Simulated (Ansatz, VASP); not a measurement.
**Ga: VASP beside Ansatz**

INCAR

```
SYSTEM = Ga
PREC = Accurate
ENCUT = 500
EDIFF = 1E-6
ISMEAR = -1
SIGMA = 0.1
LREAL = .False.
LASPH = .True.
NELM = 120
ALGO = Normal
ISIF = 2
LWAVE = .False.
LCHARG = .True.
GGA = PE
LELF = .True.
LVHAR = .True.
NBANDS = 20
GGA_COMPAT = .False.
```

The input KPOINTS:

```
Automatic mesh
0
Gamma
  13 13 8
  0 0 0
```

The input POSCAR:

```
Ga
1.0
    3.0738153974      0.0000000000      0.0000000000
   -1.5369076987      2.6620022206      0.0000000000
    0.0000000000      0.0000000000      4.8518219585
Ga
2
Direct
    0.3333333333      0.6666666667      0.2500000000
    0.6666666667      0.3333333333      0.7500000000
```

Input for Ansatz:

```yaml
crystal:
  lattice:
    - [3.0738153974, 0.0, 0.0]
    - [-1.5369076987, 2.6620022206, 0.0]
    - [0.0, 0.0, 4.8518219585]
  atoms:
    - { symbol: Ga, position: [0.3333333333, 0.6666666667, 0.25] }
    - { symbol: Ga, position: [0.6666666667, 0.3333333333, 0.75] }
hamiltonian:
  xc: pbe
  pseudopotentials:
    kind: paw
    azcp:
      Ga: "pseudopotentials/Ga.paw.azcp"
basis:
  ecutwfc: 420
  fft_grid_basis: typed
kpoints:
  mp_grid: { grid: [13, 13, 8], shift: [0, 0, 0] }
magnetization:
  spin_polarized: false
scf:
  occupations: { method: fermi_dirac, width: 0.1 }
  lower_state_search: "off"
output:
  stress: true
```

Alike in both runs: task single point; functional PBE; k mesh 13 × 13 × 8; occupations fermi-dirac, width 0.1 eV; no spin polarisation.

```csv
,VASP,Ansatz
version,VASP 6.6.1,Ansatz 0.2.0
potentials or method,"VASP PAW PBE potentials, release 64 (Ga_d), cutoff 500 eV","plane waves (420 eV) with PAW, scalar-relativistic"
valence electrons in the cell,26,26
```

```csv
,VASP,Ansatz,Ansatz less VASP
pressure (GPa),-1.6,-1.6,-0.06
"traceless stress, the component that is largest in VASP (GPa)",-0.20,-0.20,-0.006
```
